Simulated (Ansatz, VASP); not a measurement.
## One calculation of Sr, two programs

Contents of INCAR:

```
SYSTEM = Sr
ALGO = Fast ; EDIFF = 1E-6
ENCUT = 520 ; ISIF = 2
ISMEAR = 0 ; LASPH = .TRUE.
LCHARG = .FALSE. ; LREAL = .FALSE.
LWAVE = .FALSE. ; NBANDS = 17
NELM = 80 ; PREC = Accurate
SIGMA = 0.15
```

Contents of KPOINTS:

```
k-points
0
G
  12 12 8
  0 0 0
```

POSCAR

```
Sr
1.0
    4.1980417077      0.0000000000      0.0000000000
   -2.0990208539      3.5528298300      0.0000000000
    0.0000000000      0.0000000000      6.7154259278
Sr
2
Direct
    0.2195721696      0.6666666667      0.2500000000
    0.7804278304      0.3333333333      0.7500000000
```

Input for Ansatz:

```yaml
crystal:
  lattice:
    - [4.1980417077, 0.0, 0.0]
    - [-2.0990208539, 3.55282983, 0.0]
    - [0.0, 0.0, 6.7154259278]
  atoms:
    - { symbol: Sr, position: [0.2195721696, 0.6666666667, 0.25] }
    - { symbol: Sr, position: [0.7804278304, 0.3333333333, 0.75] }
basis:
  ecutwfc: 420
kpoints:
  mp_grid: { grid: [12, 12, 8] }
hamiltonian:
  xc: lda
scf:
  occupations: { method: gaussian, width: 0.15 }
output:
  forces: true
  stress: true
  eigenvalues: true
  write_density: true
  write_potential: true
  elf: true
  volumetric_format: npy
```

Change from the starting cell: mode 4 frozen in at -0.467 Å, normal strain along x +0.0233.

Alike in both runs: task single point; functional LDA; k mesh 12 × 12 × 8; occupations gaussian, width 0.15 eV; no spin polarisation.

```csv
,VASP,Ansatz
version,VASP 6.6.1,Ansatz 0.2.0
potentials or method,"VASP PAW LDA potentials, release 64 (Sr_sv), cutoff 520 eV","scalar-relativistic, plane waves, PAW"
valence electrons in the cell,20,20
```

Ansatz gave:

- gap on the k mesh at the Fermi level (eV): none
- pressure (GPa): -0.3
- traceless stress, the component that is largest in VASP (GPa): 1.22
- rms of the force components (eV/Å): 0.192

Estimate VASP's values.

gap on the k mesh at the Fermi level (eV): none; pressure (GPa): -0.3; traceless stress, the component that is largest in VASP (GPa): 1.23; rms of the force components (eV/Å): 0.193.

LDA's correlation is that of Perdew and Zunger in VASP and of Perdew and Wang (1992) in Ansatz. Atom by atom the forces differ by 0.001 eV/Å (rms over components). A gap of «none» marks a metal or a gap that the smearing closes.
